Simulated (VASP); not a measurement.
# Fe (Im-3m) in VASP: further runs

Fe is run at these levels: LDA; tasks: single point, relaxation of cell and atoms.

Program: VASP 6.6.1. These are calculated values, not measurements. Logs are shortened: lines on timing, memory, paths and dates and some standing lists are left out, and cuts for length are marked.

### Step 1. The cell of the first run

The structure is cubic, space group Im-3m (No. 229). Conventional cell: a = 2.804 Å, b = 2.804 Å, c = 2.804 Å, α = 90.00°, β = 90.00°, γ = 90.00°. Within 3.2 Å of Fe (site symmetry m-3m) lie 14 Fe at 2.43 to 2.80 Å.

### Step 2. Single point, LDA (volume scaled by 1.12)

INCAR reads:

```
SYSTEM = Fe
ALGO = Normal
EDIFF = 1E-6
ENCUT = 520
GGA = CA
ISIF = 2
ISMEAR = -1
LASPH = .TRUE.
LCHARG = .FALSE.
LREAL = .FALSE.
LWAVE = .FALSE.
NBANDS = 10
NELM = 100
PREC = Accurate
SIGMA = 0.1
```

KPOINTS reads:

```
k-points
0
G
  27 27 27
  0 0 0
```

POSCAR reads:

```
Fe
1.0
   -1.4017893727      1.4017893727      1.4017893727
    1.4017893727     -1.4017893727      1.4017893727
    1.4017893727      1.4017893727     -1.4017893727
Fe
1
Direct
    0.0000000000      0.0000000000      0.0000000000
```

Potentials or basis: VASP PAW LDA potentials, release 64 (Fe).

The run is started by

```
$ cat potpaw_LDA.64/Fe/POTCAR > POTCAR
$ mpirun -np 1 vasp_std > vasp.out
```

OUTCAR:

```text
SYSTEM = Fe
   EDIFF = 1E-6
   ENCUT = 520
   GGA = CA
   ISIF = 2
   ISMEAR = -1
   LASPH = .TRUE.
   LREAL = .FALSE.
   NELM = 100
   PREC = Accurate

 ion  position               nearest neighbor table
   1  0.000  0.000  0.000-

  LATTYP: Found a body centered cubic cell.
 ALAT       =     2.8035787454

  Lattice vectors:

 A1 = (  -1.4017893727,   1.4017893727,   1.4017893727)
 A2 = (   1.4017893727,  -1.4017893727,   1.4017893727)
 A3 = (   1.4017893727,   1.4017893727,  -1.4017893727)

Analysis of symmetry for initial positions (statically):
=====================================================================
 Subroutine PRICEL returns:
 Original cell was already a primitive cell.

 Routine SETGRP: Setting up the symmetry group for a
 body centered cubic supercell.

 Subroutine GETGRP returns: Found 48 space group operations
 (whereof 48 operations were pure point group operations)
 out of a pool of 48 trial point group operations.

The static configuration has the point symmetry O_h .

Analysis of symmetry for dynamics (positions and initial velocities):
=====================================================================
 Subroutine PRICEL returns:
 Original cell was already a primitive cell.

 Routine SETGRP: Setting up the symmetry group for a
 body centered cubic supercell.

 Subroutine GETGRP returns: Found 48 space group operations
 (whereof 48 operations were pure point group operations)
 out of a pool of 48 trial point group operations.

The dynamic configuration has the point symmetry O_h .

 Subroutine INISYM returns: Found 48 space group operations
 (whereof 48 operations are pure point group operations),
 and found     1 'primitive' translations

----------------------------------------------------------------------------------------

                                     Primitive cell

  volume of cell :      11.0181

  direct lattice vectors                    reciprocal lattice vectors
    -1.401789373  1.401789373  1.401789373     0.000000000  0.356686967  0.356686967
     1.401789373 -1.401789373  1.401789373     0.356686967  0.000000000  0.356686967
     1.401789373  1.401789373 -1.401789373     0.356686967  0.356686967  0.000000000

  length of vectors
     2.427970415  2.427970415  2.427970415     0.504431547  0.504431547  0.504431547
[... 75 lines left out ...]
   LSORBIT =      F    spin-orbit coupling
   LASPH  =      T    aspherical Exc in radial PAW
   ENCUT  =  520.0 eV  38.22 Ry    6.18 a.u.   4.51  4.51  4.51*2*pi/ulx,y,z
   NELM   =    100;   NELMIN=  2; NELMDL= -5     # of ELM steps
   EDIFF  = 0.1E-05   stopping-criterion for ELM
   LREAL  =      F    real-space projection
   EDIFFG = 0.1E-04   stopping-criterion for IOM
   NSW    =      0    number of steps for IOM
   IBRION =     -1    ionic relax: 0-MD 1-quasi-New 2-CG
   NFREE  =      0    steps in history (QN), initial steepest desc. (CG)
   ISIF   =      2    stress and relaxation
   ISYM   =      2    0-nonsym 1-usesym 2-fastsym
   POTIM  = 0.5000    time-step for ionic-motion
   TEBEG  =    0.0;   TEEND  =   0.0 temperature during run
   PSTRESS=    0.0 pullay stress
   NELECT =       8.0000    total number of electrons
   NUPDOWN=      -1.0000    fix difference up-down
   EMIN   =  10.00;   EMAX   =-10.00  energy-range for DOS
   EFERMI =   0.00;   METHOD = LEGACY
   ISMEAR =    -1;   SIGMA  =   0.10  broadening in eV -4-tet -1-fermi 0-gaus
   EFERMI_NEDOS =   21; number of points for ismear=-14 and -15
   IALGO  =     38    algorithm
   IMIX   =      4    mixing-type and parameters
     AMIX     =   0.40;   BMIX     =  1.00
     AMIX_MAG =   1.60;   BMIX_MAG =  1.00
  volume/ion in A,a.u.               =      11.02        74.35
  Fermi-wavevector in a.u.,A,eV,Ry     =   1.471416  2.780573 29.457488  2.165064
  Thomas-Fermi vector in A             =   2.586554
   LORBIT       =      0    0 simple, 1 ext, 2 COOP (PROOUT), +10 PAW based schemes
   GGA     = CA    functional components
   LHFCALC =     F    Hartree Fock is set to
   AEXX    =    0.0000 exact exchange contribution
   IVDW    =     0    specifies the selected vdW correction
   LEPSILON=     F    determine dielectric tensor
   LRPA    =     F    only Hartree local field effects (RPA)
 non-spin polarized calculation
  energy-cutoff  :      520.00
  volume of cell :       11.02
 maximum number of plane-waves:       321
 NGX is ok and might be reduce to    18
   NGX =  9   NGY =  9   NGZ =  9

 number of electron       8.0000006 magnetization

 Free energy of the ion-electron system (eV)
  ---------------------------------------------------
  ext. energy  EPLUGINS =         0.00000000
  ---------------------------------------------------
  free energy    TOTEN  =        -8.91362935 eV

  energy without entropy =       -8.79959919  energy(sigma->0) =       -8.85661427

 E-fermi :   6.0203     XC(G=0): -13.6223

 val. band max:        6.0194169626   @ k =   0.1852   0.1852   0.1111
 cond. band min:       6.0211330649   @ k =  -0.0741   0.0741   0.0370
 fundamental gap:      0.0017161024
 Fermi energy:         6.0202687787

 k-point     1 :       0.0000    0.0000    0.0000
  band No.  band energies     occupation
      1      -2.5242      2.00000
      2       4.3602      2.00000
      3       4.3602      2.00000
      4       4.3602      2.00000
      5       5.9778      1.20920
      6       5.9778      1.20920
      7      31.2648      0.00000
      8      31.2648      0.00000
      9      31.2648      0.00000
     10      36.7068      0.00000
[... 287 lines left out ...]
 k-point    24 :       0.3704    0.0370    0.0000
  band No.  band energies     occupation
      1       1.3205      2.00000
      2       3.2845      2.00000
      3       5.0811      1.99983
      4       5.9298      1.42390
      5       6.2158      0.24797
      6       7.0035      0.00011
      7      16.5130      0.00000
      8      25.0594      0.00000
      9      27.3726      0.00000
     10      30.5479      0.00000

 [... further k-points ...]
[... 5 lines left out ...]
  --------------------------------------------------------------------------------------
  -------------------------------------------------------------------------------------
  Total       -1.9169871     -1.9169871     -1.9169871      0.0000000      0.0000000      0.0000000
  in kB     -278.7542448   -278.7542448   -278.7542448      0.0000000      0.0000000      0.0000000
  external PRESSURE =    -278.7542448 kB  Pullay stress =       0.0000000 kB

 VOLUME and BASIS-vectors are now :
 -----------------------------------------------------------------------------
  energy-cutoff  :      520.00
  volume of cell :       11.02
      direct lattice vectors                 reciprocal lattice vectors
    -1.401789373  1.401789373  1.401789373     0.000000000  0.356686967  0.356686967
     1.401789373 -1.401789373  1.401789373     0.356686967  0.000000000  0.356686967
     1.401789373  1.401789373 -1.401789373     0.356686967  0.356686967  0.000000000

 POSITION                                       TOTAL-FORCE (eV/Angst)
 -----------------------------------------------------------------------------------
      0.00000      0.00000      0.00000         0.000000      0.000000      0.000000
 -----------------------------------------------------------------------------------
    total drift:                                0.000000      0.000000      0.000000

  FREE ENERGIE OF THE ION-ELECTRON SYSTEM (eV)
  ---------------------------------------------------
  free  energy   TOTEN  =        -8.9136293543 eV

  energy  without entropy=       -8.7995991941  energy(sigma->0) =       -8.85661427
```

Run time: 35 s. Hardware: 1 thread of Intel Xeon Platinum 8488C (Sapphire Rapids), shared host; peak memory 0.17 GiB.

What came out:

```
Free energy            : -8.9136 eV
Pressure               : -27.9 GPa
Band gap on the k mesh : zero (band 4 reaches 6.99 eV, above the bottom of band 5 at 5.06 eV)
```

Caveat: the cell differs from its parent crystal (volume scaled by 1.12); the run has no spin polarisation, though such a crystal can be magnetic. Spin polarisation is off, so any magnetic state and its effect on volume and gap are missing.

### Step 3. Single point, LDA, non-collinear spin, zero start, spin-orbit coupling

This run uses another cell than the first one, of 9.84 Å³/atom, 0.893 times its volume.

INCAR reads:

```
SYSTEM = Fe
PREC = Accurate
ENCUT = 520
EDIFF = 1E-7
ISMEAR = -1
SIGMA = 0.1
LREAL = .False.
LASPH = .True.
NELM = 150
ALGO = Normal
ISIF = 2
LWAVE = .False.
LCHARG = .False.
MAGMOM = 0 0 0
LORBIT = 11
LSORBIT = .True.
GGA_COMPAT = .False.
LORBMOM = .True.
LMAXMIX = 4
NBANDS = 19
```

KPOINTS reads:

```
Automatic mesh
0
Gamma
  16 16 16
  0 0 0
```

POSCAR reads:

```
Fe
1.0
   -1.3498227877      1.3498227877      1.3498227877
    1.3498227877     -1.3498227877      1.3498227877
    1.3498227877      1.3498227877     -1.3498227877
Fe
1
Direct
    0.0000000000      0.0000000000      0.0000000000
```

Potentials or basis: VASP PAW LDA potentials, release 64 (Fe).

The run is started by

```
$ cat potpaw_LDA.64/Fe/POTCAR > POTCAR
$ mpirun -np 1 vasp_ncl > vasp.out
```

Run time: 40 s. Hardware: 1 thread of Intel Xeon Platinum 8488C (Sapphire Rapids), shared host; peak memory 0.16 GiB.

It converged, with:

```yaml
Free_energy: -9.0365 eV
Pressure: -0.1 GPa
Net_moment: 0.00 μB per cell
Valence_electrons_inside_the_program's_atomic_spheres: Fe 7.61
```

Moments on the atoms (μB; x, y, z):
```
Fe  0.00 0.00 0.00
```

### Step 4. Single point, LDA, collinear spin, ferromagnetic start

This run uses another cell than the first one, of 10.39 Å³/atom, 0.943 times its volume.

INCAR reads:

```
ALGO     = Normal         # electronic algorithm
EDIFF    = 1E-6           # SCF threshold, eV
ENCUT    = 520            # plane-wave cutoff, eV
GGA      = CA             # functional
ISIF     = 2              # what is computed and relaxed
ISMEAR   = -1             # smearing method
ISPIN    = 2              # spin polarisation
LASPH    = T              # aspherical terms in the spheres
LCHARG   = F              # write CHGCAR
LMAXMIX  = 4              # l up to which the mixer works
LORBIT   = 11             # projections on sites
LREAL    = F              # projectors in reciprocal space
LWAVE    = F              # write WAVECAR
MAGMOM   = 2.5            # initial moments
NBANDS   = 14             # bands
NELM     = 150            # most SCF steps
PREC     = Accurate       # precision mode
SIGMA    = 0.05           # smearing width, eV
```

KPOINTS reads:

```
k-points
0
Gamma
  15 15 15
```

POSCAR reads:

```
Fe
1.0
   -1.3745984218      1.3745984218      1.3745984218
    1.3745984218     -1.3745984218      1.3745984218
    1.3745984218      1.3745984218     -1.3745984218
Fe
1
Direct
    0.0000000000      0.0000000000      0.0000000000
```

Potentials or basis: VASP PAW LDA potentials, release 64 (Fe).

The run is started by

```
$ cat potpaw_LDA.64/Fe/POTCAR > POTCAR
$ mpirun -np 1 vasp_std > vasp.out
```

OUTCAR:

```text
EDIFF = 1E-6
   ENCUT = 520
   GGA = CA
   ISIF = 2
   ISMEAR = -1
   ISPIN = 2
   LASPH = T
   LORBIT = 11
   LREAL = F
   NELM = 150
   PREC = Accurate

 ion  position               nearest neighbor table
   1  0.000  0.000  0.000-

  LATTYP: Found a body centered cubic cell.
 ALAT       =     2.7491968436

  Lattice vectors:

 A1 = (  -1.3745984218,   1.3745984218,   1.3745984218)
 A2 = (   1.3745984218,  -1.3745984218,   1.3745984218)
 A3 = (   1.3745984218,   1.3745984218,  -1.3745984218)

Analysis of symmetry for initial positions (statically):
=====================================================================
 Subroutine PRICEL returns:
 Original cell was already a primitive cell.

 Routine SETGRP: Setting up the symmetry group for a
 body centered cubic supercell.

 Subroutine GETGRP returns: Found 48 space group operations
 (whereof 48 operations were pure point group operations)
 out of a pool of 48 trial point group operations.

The static configuration has the point symmetry O_h .

Analysis of symmetry for dynamics (positions and initial velocities):
[... 597 lines left out ...]
      4       5.7933      1.00000
      5       7.8598      0.00000
      6       7.8598      0.00000
      7      32.5829      0.00000
      8      32.5829      0.00000
      9      32.5829      0.00000
     10      38.6360      0.00000
     11      38.6360      0.00000
     12      41.6247      0.00000
     13      41.6248      0.00000
     14      41.6248      0.00000
[... 379 lines left out ...]
      3       5.4515      1.00000
      4       7.7408      0.00000
      5       8.2983      0.00000
      6      12.0580      0.00000
      7      16.1315      0.00000
      8      20.9852      0.00000
      9      27.5785      0.00000
     10      34.6213      0.00000
     11      39.2395      0.00000
     12      43.1012      0.00000
     13      47.7873      0.00000
     14      52.8757      0.00000

 [... further k-points ...]
[... 5 lines left out ...]
  --------------------------------------------------------------------------------------
  -------------------------------------------------------------------------------------
  Total       -0.0660911     -0.0660911     -0.0660911     -0.0000000     -0.0000000      0.0000000
  in kB      -10.1921501    -10.1921501    -10.1921501     -0.0000000     -0.0000000      0.0000000
  external PRESSURE =     -10.1921501 kB  Pullay stress =       0.0000000 kB

 VOLUME and BASIS-vectors are now :
 -----------------------------------------------------------------------------
  energy-cutoff  :      520.00
  volume of cell :       10.39
      direct lattice vectors                 reciprocal lattice vectors
    -1.374598422  1.374598422  1.374598422     0.000000000  0.363742597  0.363742597
     1.374598422 -1.374598422  1.374598422     0.363742597  0.000000000  0.363742597
     1.374598422  1.374598422 -1.374598422     0.363742597  0.363742597  0.000000000

 POSITION                                       TOTAL-FORCE (eV/Angst)
 -----------------------------------------------------------------------------------
      0.00000      0.00000      0.00000         0.000000      0.000000     -0.000000
 -----------------------------------------------------------------------------------
    total drift:                                0.000000     -0.000000      0.000000

  FREE ENERGIE OF THE ION-ELECTRON SYSTEM (eV)
  ---------------------------------------------------
  free  energy   TOTEN  =        -9.2299037524 eV

  energy  without entropy=       -9.2226617637  energy(sigma->0) =       -9.22628276

 total charge

# of ion       s       p       d       tot
------------------------------------------
    1        0.527   0.618   6.334   7.479

 magnetization (x)

# of ion       s       p       d       tot
------------------------------------------
    1       -0.009  -0.035   1.945   1.901
```

OSZICAR:

```text
N       E                     dE             d eps       ncg     rms          rms(c)
DAV:   1     0.201824306170E+02    0.20182E+02   -0.38289E+03  7470   0.734E+02
DAV:   2    -0.946843924633E+01   -0.29651E+02   -0.27332E+02  7248   0.132E+02
DAV:   3    -0.103704482092E+02   -0.90201E+00   -0.89067E+00  8244   0.234E+01
DAV:   4    -0.103733602301E+02   -0.29120E-02   -0.29118E-02  7824   0.120E+00
DAV:   5    -0.103733742017E+02   -0.13972E-04   -0.13971E-04  8340   0.851E-02    0.128E+01
DAV:   6    -0.931328614114E+01    0.10601E+01   -0.89504E+00  8874   0.380E+01    0.461E+00
DAV:   7    -0.925093713346E+01    0.62349E-01   -0.42331E-01  8382   0.826E+00    0.303E+00
DAV:   8    -0.923950961655E+01    0.11428E-01   -0.37215E-03  7850   0.387E-01    0.129E+00
DAV:   9    -0.923019020890E+01    0.93194E-02   -0.49824E-03  9178   0.357E-01    0.251E-01
DAV:  10    -0.922988975999E+01    0.30045E-03   -0.25545E-04  8710   0.140E-01    0.667E-02
DAV:  11    -0.922990014500E+01   -0.10385E-04   -0.15176E-05  7890   0.406E-02    0.255E-02
DAV:  12    -0.922990292181E+01   -0.27768E-05   -0.63440E-07  5442   0.843E-03    0.955E-03
DAV:  13    -0.922990375243E+01   -0.83063E-06   -0.10003E-06  5334   0.810E-03
   1 F= -.92299038E+01 E0= -.92262828E+01  d E =-.724199E-02  mag=     1.9330
```

Run time: 19 s. Hardware: 1 thread of AMD EPYC 9R45 (Zen 5), shared host; peak memory 0.11 GiB.

Results:

```
Free energy                                           : -9.2299 eV
Pressure                                              : -1.0 GPa
Net moment                                            : 1.93 μB per cell
Site moments                                          : Fe +1.90 μB
Valence electrons inside the program's atomic spheres : Fe 7.48
```

### Step 5. Relaxation of cell and atoms, LDA, collinear spin, ferromagnetic start

This run uses another cell than the first one, of 11.78 Å³/atom, 1.069 times its volume.

INCAR reads:

```
PREC     = Accurate       # precision mode
ENCUT    = 600            # plane-wave cutoff, eV
EDIFF    = 1E-7           # SCF threshold, eV
ISMEAR   = -1             # smearing method
SIGMA    = 0.05           # smearing width, eV
LREAL    = False          # projectors in reciprocal space
LASPH    = True           # aspherical terms in the spheres
NELM     = 150            # most SCF steps
ALGO     = Normal         # electronic algorithm
ISIF     = 3              # what is computed and relaxed
LWAVE    = False          # write WAVECAR
LCHARG   = False          # write CHGCAR
ISPIN    = 2              # spin polarisation
MAGMOM   = 2.5            # initial moments
LORBIT   = 11             # projections on sites
LMAXMIX  = 4              # l up to which the mixer works
IBRION   = 2              # ionic algorithm
NSW      = 80             # ionic steps
EDIFFG   = -0.01          # ionic threshold
```

KPOINTS reads:

```
Automatic mesh
0
Gamma
  15 15 15
```

POSCAR reads:

```
Fe
1.0
   -1.4332500000      1.4332500000      1.4332500000
    1.4332500000     -1.4332500000      1.4332500000
    1.4332500000      1.4332500000     -1.4332500000
Fe
1
Direct
    0.0000000000      0.0000000000      0.0000000000
```

The run is started by

```
$ cat potpaw_LDA.64/Fe/POTCAR > POTCAR
$ mpirun -np 1 vasp_std > vasp.out
```

Wall time 65 s (1 thread of AMD EPYC 9R45 (Zen 5), shared host); peak memory 0.12 GiB.

Results (log left out):

| Item | Value |
| --- | --- |
| Free energy | -9.2304 eV |
| Relaxed volume | 10.34 Å³/atom |
| Relaxed cell | a = 2.377 Å, b = 2.377 Å, c = 2.377 Å, α = 109.47°, β = 109.47°, γ = 109.47° |
| Space group after relaxing (to 0.05 Å) | Im-3m (No. 229) |
| Energy gained by relaxing | 119.1 meV/atom |
| Ionic steps | 7 |
| Pressure after relaxing | 0.0 GPa |
| Net moment | 1.93 μB per cell |
| Site moments | Fe +1.89 μB |
| Valence electrons inside the program's atomic spheres | Fe 7.49 |

Step by step:
| step | energy change (eV) | largest force (eV/Å) | pressure (GPa) | volume (Å³) |
| --- | --- | --- | --- | --- |
| 1 | 0.0000 | 0.0000 | -23.41 | 11.78 |
| 2 | 0.0423 | 0.0000 | 45.87 | 9.08 |
| 3 | -0.1189 | 0.0000 | -1.15 | 10.39 |
| 4 | -0.1190 | 0.0000 | -0.29 | 10.35 |
| 5 | -0.1190 | 0.0000 | 0.40 | 10.33 |
| 6 | -0.1190 | 0.0000 | -0.41 | 10.36 |
| 7 | -0.1191 | 0.0000 | -0.01 | 10.34 |

Final structure:
```yaml
crystal:
  lattice:
    - [-1.37260, 1.37260, 1.37260]
    - [1.37260, -1.37260, 1.37260]
    - [1.37260, 1.37260, -1.37260]
  atoms:
    - { symbol: Fe, position: [0.00000, 0.00000, 0.00000] }
```

Levels at points of the mesh, in eV from the Fermi level:
Spin up:
```tsv
k point	band 1	band 2	band 3	band 4	band 5	band 6	band 7	band 8	band 9
(0.00, 0.00, 0.00)	-9.10	-2.48	-2.48	-2.48	-0.92	-0.92	25.76	25.76	25.76
```
Spin down:
```csv
k point,band 1,band 2,band 3,band 4,band 5,band 6,band 7
"(0.00, 0.00, 0.00)",-8.73,-0.92,-0.92,-0.92,1.16,1.16,25.93
```

Caveat: the volume moved by -12 % from the deposited cell, more than functionals usually miss. Zero-point motion and thermal expansion aren't in these numbers.

### Step 6. Summary

```csv
task,spin,cell,k mesh,cutoff (eV),smearing,gap on the mesh (eV),pressure (GPa),moment (μB)
single point,off,"a = 2.428 Å, angles 109.5°, 1 atom",27 × 27 × 27,520,fermi-dirac 0.1 eV,none,-27.9,-
single point,"non-collinear, zero start, SOC","a = 2.338 Å, angles 109.5°, 1 atom",16 × 16 × 16,520,fermi-dirac 0.1 eV,-,-0.1,0.00
single point,"collinear, ferromagnetic start","a = 2.381 Å, angles 109.5°, 1 atom",15 × 15 × 15,520,fermi-dirac 0.05 eV,none,-1.0,1.93
relaxation of cell and atoms,"collinear, ferromagnetic start","relaxed from a = 2.482 Å, angles 109.5°, 1 atom",15 × 15 × 15,600,fermi-dirac 0.05 eV,none,0.0,1.93
```

Alike in all rows: level LDA; potentials or basis VASP PAW LDA potentials, release 64 (Fe).

Caveats: the volume moved by -12 % from the deposited cell, more than functionals usually miss (some runs).

Absolute energies hang on the potentials; compare differences alone.
